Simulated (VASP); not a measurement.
Input of a VASP 6.6.1 run:

File INCAR:

```
  PREC = Accurate
  ENCUT = 520
  EDIFF = 1E-6
  ISMEAR = 0
  SIGMA = 0.1
  LREAL = False
  LASPH = True
  NELM = 80
  ALGO = Fast
  ISIF = 2
  LWAVE = False
  LCHARG = False
  GGA = PS
  NBANDS = 20
```

KPOINTS

```
regular mesh
0
Gamma
  16 16 12
```

The input POSCAR:

```
Ga
1.0
    1.3830000000     -4.0265000000      0.0000000000
    1.3830000000      4.0265000000      0.0000000000
   -0.1174500000      0.0000000000      3.3299300000
Ga
2
Direct
    0.8662410559      0.1337589441      0.2500000000
    0.1337589441      0.8662410559      0.7500000000
```

Potentials or basis: VASP PAW PBE potentials, release 64 (Ga_d).

The run is started by

```console
$ cat potpaw_PBE.64/Ga_d/POTCAR > POTCAR
$ mpirun -np 1 vasp_std > vasp.out
```

**Question.** Predict the band gap on the k mesh.

**Answer.** Zero (bands 13 and 14 overlap by 8.47 eV).

**Question.** Estimate the pressure.

**Answer.** -1.8 GPa.

Stress tensor (GPa, compression positive):
```
-1.60  0.00 -0.19
 0.00 -2.16  0.00
-0.19  0.00 -1.68
```

Caveat: the PAW data sets were made with another functional, which shifts forces and pressure a little.
